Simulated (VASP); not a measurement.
Write the native input for VASP 6.6.1 that does the following.

```
Task                   : relaxation of cell and atoms
Functional             : PBE
Potentials or basis    : VASP PAW PBE potentials, release 64 (Sr_sv)
Cutoff                 : 600 eV
k mesh                 : 10 × 10 × 10
Occupations            : fermi-dirac, width 0.1 eV
Spin                   : no spin polarisation
Target pressure        : 12 GPa
Dipole correction      : no
Further INCAR settings : ALGO = Normal; EDIFF = 1e-06; IBRION = 2; EDIFFG = -0.005; NSW = 32; ISIF = 3
```

The structure of Sr lies in POSCAR:

```
Sr
1.0
    0.0000000000      3.1328756772      3.1328756772
    3.1328756772      0.0000000000      3.1328756772
    3.1328756772      3.1328756772      0.0000000000
Sr
2
Direct
   -0.1250000000     -0.1250000000     -0.1250000000
    0.1250000000      0.1250000000      0.1250000000
```

The input as run:

INCAR

```
SYSTEM = Sr
PREC = Accurate ; ENCUT = 600
EDIFF = 1E-6 ; ISMEAR = -1
SIGMA = 0.1 ; LREAL = .False.
LASPH = .True. ; NELM = 80
ALGO = Normal ; ISIF = 3
LWAVE = .False. ; LCHARG = .False.
GGA = PE ; IBRION = 2
NSW = 32 ; EDIFFG = -0.005
PSTRESS = 120.0
```

KPOINTS

```
Automatic mesh
0
Gamma
  10 10 10
  0 0 0
```

Potentials or basis: VASP PAW PBE potentials, release 64 (Sr_sv).

Launch:

```sh
$ cat potpaw_PBE.64/Sr_sv/POTCAR > POTCAR
$ mpirun -np 1 vasp_std > vasp.out
```

It gave:

```
Relaxed volume                                         : 31.03 Å³/atom
Relaxed cell                                           : a = 4.444 Å, b = 4.444 Å, c = 4.444 Å, α = 60.00°, β = 60.00°, γ = 60.00°
Space group after relaxing (to 0.05 Å)                 : Fd-3m (No. 227)
Energy change on relaxing (the enthalpy is what falls) : -21.2 meV/atom
Ionic steps                                            : 3
Pressure after relaxing                                : 12.0 GPa
Band gap on the k mesh                                 : zero (band 10 reaches 3.94 eV, above the bottom of band 11 at 3.46 eV)
```

Caveat: the cell is relaxed towards a set pressure, so the enthalpy falls and the energy may rise.

It took 70 s on 1 thread of AMD EPYC 9R45 96-Core Processor (Zen 5), on a shared host, peak memory 0.19 GiB.
